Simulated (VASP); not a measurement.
Runs of VASP 6.6.1 on Cu. The structure is that of space group Fm-3m (No. 225), or close to it. The cells are those of the table. 

```csv
task,cell,gap on the mesh (eV),pressure (GPa)
electric field gradients,"a = 2.566 Å, angles 60.0°, 1 atom",none,(a)
single point,"a = 2.583 Å, angles 60.0°, 1 atom",none,-2.1
single point,"a = 2.556 Å, angles 60.0°, 1 atom",none,2.3
single point,"a = 2.531 Å, angles 60.0°, 1 atom",none,7.1
single point,"a = 2.600 Å, angles 60.0°, 1 atom",none,(b)
```

Alike in all rows: level PBE; potentials or basis VASP PAW PBE potentials, release 64 (Cu); no spin polarisation; k mesh 22 × 22 × 22; cutoff (eV) 520; smearing gaussian 0.05 eV.

Task: Fill in the values left out.

Result: (a) 0.6; (b) -4.2.

A gap of «none» marks levels without a gap at the run's occupations.
